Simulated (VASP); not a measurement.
## LiH: single point with PBEsol

LiH:

```
Li H
1.0
     0.00000    2.00032    2.00032
     2.00032    0.00000    2.00032
     2.00032    2.00032    0.00000
Li H
1 1
Direct
  0.00000 0.00000 0.00000
  0.50000 0.50000 0.50000
```

```yaml
Program: VASP 6.6.1
Task: single point
Functional: PBEsol
Potentials_or_basis: VASP PAW PBE potentials, release 64 (Li_sv, H)
Cutoff: 520 eV
k_mesh: 10 × 10 × 10
Occupations: gaussian, width 0.01 eV
Spin: no spin polarisation
```

```yaml
Band_gap_on_the_k_mesh: 2.74 eV, direct
```

Levels at points of the mesh, in eV from the valence-band top:
```tsv
k point	band 1	band 2	band 3	band 4	band 5	band 6
(0.00, 0.00, 0.00)	-43.70	-5.57	16.18	17.79	17.79	17.79
(0.50, 0.00, 0.00)	-43.65	-2.72	4.72	13.62	16.35	16.35
(0.50, 0.50, 0.00)	-43.63	0.00	2.74	10.65	10.65	13.72
```

It took 3.7 s on 1 thread of Intel(R) Xeon(R) Platinum 8488C (Sapphire Rapids), with other jobs on the host, peak memory 0.13 GiB.

 A k mesh can miss the band edges.
